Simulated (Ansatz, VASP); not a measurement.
**One calculation of Se, two programs**

```
Se
1.0
     2.84144    0.00000    0.00000
     0.00000    2.84144    0.00000
     0.00000    0.00000    2.84144
Se
1
Direct
  0.00000 0.00000 0.00000
```

Alike in both runs: task single point; functional LDA; k mesh 13 × 13 × 13; occupations fermi-dirac, width 0.1 eV; no spin polarisation.

|  | VASP | Ansatz |
| --- | --- | --- |
| version | VASP 6.6.1 | Ansatz 0.2.0 |
| potentials or method | VASP PAW LDA potentials, release 64 (Se), cutoff 520 eV | plane waves (420 eV) with PAW, scalar-relativistic |
| valence electrons in the cell | 6 | 16 |

|  | VASP | Ansatz | Ansatz less VASP |
| --- | --- | --- | --- |
| pressure (GPa) | -5.4 | -5.6 | -0.13 |

Ansatz warns that its potentials were made for another functional, while VASP's fit it. LDA's correlation is that of Perdew and Zunger in VASP and of Perdew and Wang (1992) in Ansatz. VASP's potentials hold 6 valence electrons a cell and Ansatz's 16, so a difference there can come from the potentials and not from the codes.
